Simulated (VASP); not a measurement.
# TiTe2 (P-3m1) in VASP: further runs

TiTe2 is run at these levels: r2SCAN+D3(BJ), r2SCAN, PBE+D3(BJ); tasks: single point, relaxation of shape and atoms at fixed volume.

Program: VASP 6.6.1. These are calculated values, not measurements. Logs are shortened: lines on timing, memory, paths and dates and some standing lists are left out, and cuts for length are marked.

## (1) The cell of the first run

Symmetry: P-3m1, No. 164, trigonal system. Conventional cell: a = 3.696 Å, b = 3.696 Å, c = 6.384 Å, α = 90.00°, β = 90.00°, γ = 120.00°. Within 3.7 Å of Ti (site symmetry -3m) lie 6 Te at 2.75 Å and 6 Ti at 3.70 Å. Te (site symmetry 3m) has 3 Ti at 2.75 Å and 9 Te at 3.62 to 3.70 Å within 3.7 Å.

## (2) Single point, r2SCAN+D3(BJ)

File POSCAR:

```
TiTe2
1.0
    3.6960163674      0.0000000000      0.0000000000
   -1.8480081837      3.2008440670      0.0000000000
    0.0000000000      0.0000000000      6.3838697887
Ti Te
1 2
Direct
    0.0000000000      0.0000000000      0.0000000000
    0.6666666667      0.3333333333      0.2712099107
    0.3333333333      0.6666666667      0.7287900893
```

File INCAR.step1:

```
SYSTEM = TiTe2
  PREC = Accurate
  ENCUT = 520
  ISMEAR = 0
  SIGMA = 0.1
  LREAL = .FALSE.
  LASPH = .TRUE.
  NELM = 100
  NBANDS = 19
  GGA = PE
  ALGO = Normal
  EDIFF = 1E-4
  LWAVE = .TRUE.
  LCHARG = .FALSE.
```

File INCAR.step2:

```
SYSTEM = TiTe2
  PREC = Accurate
  ENCUT = 520
  EDIFF = 1E-6
  ISMEAR = 0
  SIGMA = 0.1
  LREAL = .FALSE.
  LASPH = .TRUE.
  NELM = 100
  ALGO = Normal
  ISIF = 2
  LWAVE = .FALSE.
  LCHARG = .FALSE.
  METAGGA = R2SCAN
  LMIXTAU = .TRUE.
  IVDW = 12
  VDW_S6 = 1.0
  VDW_S8 = 0.78981345
  VDW_A1 = 0.49484001
  VDW_A2 = 5.73083694
  NBANDS = 19
  ISTART = 1
```

File KPOINTS:

```
regular mesh
0
G
  12 12 8
  0 0 0
```

Potentials or basis: VASP PAW PBE potentials, release 64 (Ti_sv, Te).

Started as:

```bash
> cat potpaw_PBE.64/Ti_sv/POTCAR potpaw_PBE.64/Te/POTCAR > POTCAR
> cp INCAR.step1 INCAR
> mpirun -np 1 vasp_std > vasp.out
> cp INCAR.step2 INCAR
> mpirun -np 1 vasp_std > vasp.out
```

OUTCAR:

```text
SYSTEM = TiTe2
   PREC = Accurate
   ENCUT = 520
   EDIFF = 1E-6
   ISMEAR = 0
   LREAL = .FALSE.
   LASPH = .TRUE.
   NELM = 100
   ISIF = 2
   METAGGA = R2SCAN
   IVDW = 12
   ISTART = 1
 IVDW          = 12

 ion  position               nearest neighbor table
   1  0.000  0.000  0.000-   2 2.75   3 2.75   2 2.75   3 2.75   2 2.75   3 2.75
   2  0.667  0.333  0.271-   1 2.75   1 2.75   1 2.75   3 3.62   3 3.62   3 3.62
   3  0.333  0.667  0.729-   1 2.75   1 2.75   1 2.75   2 3.62   2 3.62   2 3.62

  LATTYP: Found a hexagonal cell.
 ALAT       =     3.6960163674
 C/A-ratio  =     1.7272298481

  Lattice vectors:

 A1 = (   3.6960163674,   0.0000000000,   0.0000000000)
 A2 = (  -1.8480081837,   3.2008440670,   0.0000000000)
 A3 = (   0.0000000000,   0.0000000000,   6.3838697887)

Analysis of symmetry for initial positions (statically):
=====================================================================
 Subroutine PRICEL returns:
 Original cell was already a primitive cell.

 Routine SETGRP: Setting up the symmetry group for a
 hexagonal supercell.

 Subroutine GETGRP returns: Found 12 space group operations
 (whereof 12 operations were pure point group operations)
 out of a pool of 24 trial point group operations.

The static configuration has the point symmetry D_3d.

Analysis of symmetry for dynamics (positions and initial velocities):
=====================================================================
 Subroutine PRICEL returns:
 Original cell was already a primitive cell.

 Routine SETGRP: Setting up the symmetry group for a
 hexagonal supercell.

 Subroutine GETGRP returns: Found 12 space group operations
 (whereof 12 operations were pure point group operations)
 out of a pool of 24 trial point group operations.

The dynamic configuration has the point symmetry D_3d.

 Subroutine INISYM returns: Found 12 space group operations
 (whereof 12 operations are pure point group operations),
 and found     1 'primitive' translations

----------------------------------------------------------------------------------------

                                     Primitive cell

  volume of cell :      75.5236

  direct lattice vectors                    reciprocal lattice vectors
     3.696016367  0.000000000  0.000000000     0.270561572  0.156208797  0.000000000
    -1.848008184  3.200844067  0.000000000     0.000000000  0.312417593  0.000000000
     0.000000000  0.000000000  6.383869789     0.000000000  0.000000000  0.156644799

  length of vectors
     3.696016367  3.696016367  6.383869789     0.312417593  0.312417593  0.156644799

[... 77 lines left out ...]
   LNONCOLLINEAR =      F non collinear calculations
   LSORBIT =      F    spin-orbit coupling
   LASPH  =      T    aspherical Exc in radial PAW
   ENCUT  =  520.0 eV  38.22 Ry    6.18 a.u.   6.87  6.87 11.87*2*pi/ulx,y,z
   NELM   =    100;   NELMIN=  2; NELMDL=  0     # of ELM steps
   EDIFF  = 0.1E-05   stopping-criterion for ELM
   LREAL  =      F    real-space projection
[... 7 lines left out ...]
   TEBEG  =    0.0;   TEEND  =   0.0 temperature during run
   PSTRESS=    0.0 pullay stress
   NELECT =      24.0000    total number of electrons
   NUPDOWN=      -1.0000    fix difference up-down
   EMIN   =  10.00;   EMAX   =-10.00  energy-range for DOS
   EFERMI =   0.00;   METHOD = LEGACY
   ISMEAR =     0;   SIGMA  =   0.10  broadening in eV -4-tet -1-fermi 0-gaus
   EFERMI_NEDOS =   21; number of points for ismear=-14 and -15
   IALGO  =     38    algorithm
   IMIX   =      4    mixing-type and parameters
     AMIX     =   0.40;   BMIX     =  1.00
     AMIX_MAG =   1.60;   BMIX_MAG =  1.00
  volume/ion in A,a.u.               =      25.17       169.89
  Fermi-wavevector in a.u.,A,eV,Ry     =   1.117166  2.111138 16.980890  1.248060
  Thomas-Fermi vector in A             =   2.253787
   LORBIT       =      0    0 simple, 1 ext, 2 COOP (PROOUT), +10 PAW based schemes
   METAGGA = R2SCAN    functional components
   LHFCALC =     F    Hartree Fock is set to
   AEXX    =    0.0000 exact exchange contribution
   IVDW    =    12    specifies the selected vdW correction
   LEPSILON=     F    determine dielectric tensor
   LRPA    =     F    only Hartree local field effects (RPA)
 non-spin polarized calculation
 Gauss-broadening in eV      SIGMA  =   0.10
  energy-cutoff  :      520.00
  volume of cell :       75.52
 maximum number of plane-waves:      2064
   NGX = 13   NGY = 13   NGZ = 23

 number of electron      24.0000002 magnetization

 Free energy of the ion-electron system (eV)
  ---------------------------------------------------
  ext. energy  EPLUGINS =         0.00000000
  ---------------------------------------------------
  free energy    TOTEN  =       -66.16752639 eV

  energy without entropy =      -66.16183260  energy(sigma->0) =      -66.16467950

 E-fermi :   7.6200     XC(G=0): -10.6832

 val. band max:        7.6188165661   @ k =   0.0000   0.0833   0.3750
 cond. band min:       7.6250858589   @ k =   0.0000   0.0833   0.1250
 fundamental gap:      0.0062692928
 Fermi energy:         7.6199563156

 k-point     1 :       0.0000    0.0000    0.0000
  band No.  band energies     occupation
      1     -52.3126      2.00000
      2     -27.5300      2.00000
      3     -27.5300      2.00000
      4     -27.4974      2.00000
      5      -5.7737      2.00000
      6      -3.9846      2.00000
[... 505 lines left out ...]
      6      -3.8967      2.00000
[... 11 lines left out ...]
     18      14.4301      0.00000
     19      15.2598      0.00000

 [... further k-points ...]

------------------------ aborting loop because EDIFF is reached ----------------------------------------

 Edisp (eV)   -0.73335

 E8    (eV) :    -0.2677

  FORCE on cell =-STRESS in cart. coord.  units (eV):
  Direction    XX          YY          ZZ          XY          YZ          ZX
  --------------------------------------------------------------------------------------
  -------------------------------------------------------------------------------------
  Total       1.21476     1.21476     0.59495     0.00000     0.00000     0.00000
  in kB      25.77021    25.77021    12.62147     0.00000     0.00000     0.00000
  external pressure =       21.39 kB  Pullay stress =        0.00 kB

 VOLUME and BASIS-vectors are now :
 -----------------------------------------------------------------------------
  energy-cutoff  :      520.00
  volume of cell :       75.52
      direct lattice vectors                 reciprocal lattice vectors
     3.696016367  0.000000000  0.000000000     0.270561572  0.156208797  0.000000000
    -1.848008184  3.200844067  0.000000000     0.000000000  0.312417593  0.000000000
     0.000000000  0.000000000  6.383869789     0.000000000  0.000000000  0.156644799

 POSITION                                       TOTAL-FORCE (eV/Angst)
 -----------------------------------------------------------------------------------
      0.00000      0.00000      0.00000        -0.000000      0.000000      0.000000
      1.84801      1.06695      1.73137         0.000000      0.000000     -0.241284
     -0.00000      2.13390      4.65250         0.000000     -0.000000      0.241284
 -----------------------------------------------------------------------------------
    total drift:                               -0.000000      0.000000     -0.000000

  FREE ENERGIE OF THE ION-ELECTRON SYSTEM (eV)
  ---------------------------------------------------
  free  energy   TOTEN  =       -66.9008785141 eV

  energy  without entropy=      -66.8951847276  energy(sigma->0) =      -66.89803162
```

OSZICAR.step1:

```text
N       E                     dE             d eps       ncg     rms          rms(c)
DAV:   1     0.181530930230E+03    0.18153E+03   -0.10791E+04  4978   0.118E+03
DAV:   2    -0.134933948790E+01   -0.18288E+03   -0.17779E+03  5191   0.303E+02
DAV:   3    -0.175238120793E+02   -0.16174E+02   -0.15804E+02  7597   0.840E+01
DAV:   4    -0.181222646886E+02   -0.59845E+00   -0.59540E+00  6430   0.149E+01
DAV:   5    -0.181449689108E+02   -0.22704E-01   -0.22694E-01  7111   0.284E+00    0.124E+01
DAV:   6    -0.182091075324E+02   -0.64139E-01   -0.33529E+01  5629   0.363E+01    0.129E+01
DAV:   7    -0.163602800256E+02    0.18488E+01   -0.25436E+01  6219   0.296E+01    0.519E+00
DAV:   8    -0.161469910728E+02    0.21329E+00   -0.14003E+00  5921   0.825E+00    0.164E+00
DAV:   9    -0.161611947177E+02   -0.14204E-01   -0.12139E-01  6811   0.218E+00    0.132E+00
DAV:  10    -0.161509257658E+02    0.10269E-01   -0.14902E-01  5904   0.270E+00    0.662E-01
DAV:  11    -0.161498744398E+02    0.10513E-02   -0.21884E-02  5809   0.107E+00    0.312E-01
DAV:  12    -0.161495398103E+02    0.33463E-03   -0.45052E-03  5986   0.452E-01    0.178E-01
DAV:  13    -0.161494557903E+02    0.84020E-04   -0.37816E-04  4431   0.153E-01
   1 F= -.16149456E+02 E0= -.16146465E+02  d E =-.598070E-02
```

Run time: 8.8 min. Hardware: 1 thread of Intel Xeon Platinum 8259CL at 2.50GHz (Skylake/Cascade Lake), shared host; peak memory 0.33 GiB.

Results:

```yaml
Free_energy: -66.9009 eV
Pressure: 2.1 GPa
Largest_force: 0.241 eV/Å
Band_gap_on_the_k_mesh: zero (bands 12 and 13 overlap by 0.81 eV)
Dispersion_energy_per_atom: -0.244 eV
```

Forces on the atoms (eV/Å):
```
Ti   0.000  0.000  0.000
Te   0.000  0.000 -0.241
Te   0.000  0.000  0.241
```

Levels at points of the mesh, in eV from the Fermi level:
```tsv
k point	band 9	band 10	band 11	band 12	band 13	band 14	band 15	band 16
(0.00, 0.00, 0.00)	-1.86	0.32	0.45	0.45	0.57	1.18	1.18	3.12
(0.50, 0.00, 0.00)	-3.21	-2.74	-2.00	-1.38	-0.01	1.34	1.77	2.47
(0.00, 0.00, 0.50)	-1.77	-1.77	0.44	0.44	0.74	0.74	1.20	3.70
(0.50, 0.00, 0.50)	-2.87	-2.37	-1.14	-0.66	-0.35	1.33	1.75	2.59
```

Caveat: the PAW data sets were made with another functional, which shifts forces and pressure a little; spin-orbit coupling is left out, which moves the levels of the heavy elements.

## (3) Single point, r2SCAN

POSCAR is that of step 2.

File INCAR.step1:

```
PREC = Accurate
ENCUT = 520
ISMEAR = 0
SIGMA = 0.1
LREAL = F
LASPH = T
NELM = 60
NBANDS = 19
GGA = PE
ALGO = Normal
EDIFF = 1E-4
LWAVE = T
LCHARG = F
```

File INCAR.step2:

```
PREC = Accurate
ENCUT = 520
EDIFF = 1E-6
ISMEAR = 0
SIGMA = 0.1
LREAL = F
LASPH = T
NELM = 60
ALGO = Normal
ISIF = 2
LWAVE = F
LCHARG = F
METAGGA = R2SCAN
LMIXTAU = T
NBANDS = 19
ISTART = 1
```

File KPOINTS:

```
Automatic mesh
0
Gamma
  12 12 8
```

Potentials or basis: VASP PAW PBE potentials, release 64 (Ti_sv, Te).

Started as:

```bash
> cat potpaw_PBE.64/Ti_sv/POTCAR potpaw_PBE.64/Te/POTCAR > POTCAR
> cp INCAR.step1 INCAR
> mpirun -np 1 vasp_std > vasp.out
> cp INCAR.step2 INCAR
> mpirun -np 1 vasp_std > vasp.out
```

OUTCAR:

```text
PREC = Accurate
   ENCUT = 520
   EDIFF = 1E-6
   ISMEAR = 0
   LREAL = F
   LASPH = T
   NELM = 60
   ISIF = 2
   METAGGA = R2SCAN
   ISTART = 1

 ion  position               nearest neighbor table
   1  0.000  0.000  0.000-   2 2.75   3 2.75   2 2.75   3 2.75   2 2.75   3 2.75
   2  0.667  0.333  0.271-   1 2.75   1 2.75   1 2.75   3 3.62   3 3.62   3 3.62
   3  0.333  0.667  0.729-   1 2.75   1 2.75   1 2.75   2 3.62   2 3.62   2 3.62

  LATTYP: Found a hexagonal cell.
[... 723 lines left out ...]

  FORCE on cell =-STRESS in cart. coord.  units (eV):
  Direction    XX          YY          ZZ          XY          YZ          ZX
  --------------------------------------------------------------------------------------
  -------------------------------------------------------------------------------------
  Total        1.9665398      1.9665398      1.3458574     -0.0000000      0.0000000     -0.0000000
  in kB       41.7187136     41.7187136     28.5513870     -0.0000000      0.0000000     -0.0000000
  external PRESSURE =      37.3296047 kB  Pullay stress =       0.0000000 kB

 VOLUME and BASIS-vectors are now :
 -----------------------------------------------------------------------------
  energy-cutoff  :      520.00
  volume of cell :       75.52
      direct lattice vectors                 reciprocal lattice vectors
     3.696016367  0.000000000  0.000000000     0.270561572  0.156208797  0.000000000
    -1.848008184  3.200844067  0.000000000     0.000000000  0.312417593  0.000000000
     0.000000000  0.000000000  6.383869789     0.000000000  0.000000000  0.156644799

 POSITION                                       TOTAL-FORCE (eV/Angst)
 -----------------------------------------------------------------------------------
      0.00000      0.00000      0.00000        -0.000000      0.000000      0.000000
      1.84801      1.06695      1.73137        -0.000000      0.000000     -0.246286
     -0.00000      2.13390      4.65250         0.000000      0.000000      0.246286
 -----------------------------------------------------------------------------------
    total drift:                               -0.000000      0.000000     -0.000000

  FREE ENERGIE OF THE ION-ELECTRON SYSTEM (eV)
  ---------------------------------------------------
  free  energy   TOTEN  =       -66.1675263897 eV

  energy  without entropy=      -66.1618326032  energy(sigma->0) =      -66.16467950
```

OUTCAR.step1:

```text
PREC = Accurate
   ENCUT = 520
   ISMEAR = 0
   LREAL = F
[... 754 lines left out ...]
      0.00000      0.00000      0.00000        -0.000000      0.000000      0.000000
      1.84801      1.06695      1.73137        -0.000000     -0.000000      0.004555
     -0.00000      2.13390      4.65250         0.000000      0.000000     -0.004555
 -----------------------------------------------------------------------------------
    total drift:                               -0.000000      0.000000     -0.000000

  FREE ENERGIE OF THE ION-ELECTRON SYSTEM (eV)
  ---------------------------------------------------
  free  energy   TOTEN  =       -16.1494557903 eV

  energy  without entropy=      -16.1434750855  energy(sigma->0) =      -16.14646544
```

OSZICAR.step1:

```text
N       E                     dE             d eps       ncg     rms          rms(c)
DAV:   1     0.181530930230E+03    0.18153E+03   -0.10791E+04  4978   0.118E+03
DAV:   2    -0.134933948790E+01   -0.18288E+03   -0.17779E+03  5191   0.303E+02
DAV:   3    -0.175238120793E+02   -0.16174E+02   -0.15804E+02  7597   0.840E+01
DAV:   4    -0.181222646886E+02   -0.59845E+00   -0.59540E+00  6430   0.149E+01
DAV:   5    -0.181449689108E+02   -0.22704E-01   -0.22694E-01  7111   0.284E+00    0.124E+01
DAV:   6    -0.182091075324E+02   -0.64139E-01   -0.33529E+01  5629   0.363E+01    0.129E+01
DAV:   7    -0.163602800256E+02    0.18488E+01   -0.25436E+01  6219   0.296E+01    0.519E+00
DAV:   8    -0.161469910728E+02    0.21329E+00   -0.14003E+00  5921   0.825E+00    0.164E+00
DAV:   9    -0.161611947177E+02   -0.14204E-01   -0.12139E-01  6811   0.218E+00    0.132E+00
DAV:  10    -0.161509257658E+02    0.10269E-01   -0.14902E-01  5904   0.270E+00    0.662E-01
DAV:  11    -0.161498744398E+02    0.10513E-02   -0.21884E-02  5809   0.107E+00    0.312E-01
DAV:  12    -0.161495398103E+02    0.33463E-03   -0.45052E-03  5986   0.452E-01    0.178E-01
DAV:  13    -0.161494557903E+02    0.84020E-04   -0.37816E-04  4431   0.153E-01
   1 F= -.16149456E+02 E0= -.16146465E+02  d E =-.598070E-02
```

Run time: 10 min. Hardware: 1 thread of Intel Xeon Platinum 8259CL at 2.50GHz (Skylake/Cascade Lake), shared host; peak memory 0.33 GiB.

Results:

```
Free energy            : -66.1675 eV
Pressure               : 3.7 GPa
Largest force          : 0.246 eV/Å
Band gap on the k mesh : zero (bands 12 and 13 overlap by 0.81 eV)
```

Forces on the atoms (eV/Å):
```
Ti   0.000  0.000  0.000
Te   0.000  0.000 -0.246
Te   0.000  0.000  0.246
```

Caveat: the cell stands under pressure; the PAW data sets were made with another functional, which shifts forces and pressure a little; spin-orbit coupling is left out, which moves the levels of the heavy elements.

(Continued in part 2 of 2.)
